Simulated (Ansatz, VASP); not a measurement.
# AlP: VASP beside Ansatz

INCAR

```
SYSTEM = AlP
PREC     = Accurate       ! precision mode
ENCUT    = 500            ! plane-wave cutoff, eV
EDIFF    = 1E-6           ! SCF threshold, eV
ISMEAR   = 0              ! smearing method
SIGMA    = 0.1            ! smearing width, eV
LREAL    = .FALSE.        ! projectors in reciprocal space
LASPH    = .TRUE.         ! aspherical terms in the spheres
NELM     = 120            ! most SCF steps
ALGO     = Normal         ! electronic algorithm
ISIF     = 2              ! what is computed and relaxed
LWAVE    = .FALSE.        ! write WAVECAR
LCHARG   = .TRUE.         ! write CHGCAR
GGA      = PE             ! functional
LELF     = .TRUE.         ! ELF
LVHAR    = .TRUE.       
NBANDS   = 11             ! bands
GGA_COMPAT= .FALSE.
```

Contents of KPOINTS:

```
regular mesh
0
G
  6 6 6
  0 0 0
```

The input POSCAR:

```
AlP
1.0
    0.0000000000      2.7255001100      2.7255001100
    2.7255001100      0.0000000000      2.7255001100
    2.7255001100      2.7255001100      0.0000000000
Al P
1 1
Direct
    0.0000000000      0.0000000000      0.0000000000
    0.2500000000      0.2500000000      0.2500000000
```

Input for Ansatz:

```yaml
crystal:
  lattice:
    - [0.0, 2.72550011, 2.72550011]
    - [2.72550011, 0.0, 2.72550011]
    - [2.72550011, 2.72550011, 0.0]
  atoms:
    - { symbol: Al, position: [0.0, 0.0, 0.0] }
    - { symbol: P, position: [0.25, 0.25, 0.25] }
basis:
  ecutwfc: 420
kpoints:
  mp_grid: { grid: [6, 6, 6] }
hamiltonian:
  xc: pbe
scf:
  occupations: { method: gaussian, width: 0.1 }
  lower_state_search: "off"
output:
  forces: true
  stress: true
  eigenvalues: true
```

Alike in both runs: task single point; functional PBE; k mesh 6 × 6 × 6; occupations gaussian, width 0.1 eV; no spin polarisation.

|  | VASP | Ansatz |
| --- | --- | --- |
| version | VASP 6.6.1 | Ansatz 0.2.0 |
| potentials or method | VASP PAW PBE potentials, release 64 (Al, P), cutoff 500 eV | scalar-relativistic, plane waves, PAW |
| valence electrons in the cell | 8 | 8 |

```csv
,VASP,Ansatz,Ansatz less VASP
gap on the k mesh at the Fermi level (eV),1.57,1.57,+0.002
least direct gap on the mesh (eV),3.35,3.35,+0.002
pressure (GPa),2.7,2.8,+0.10
```
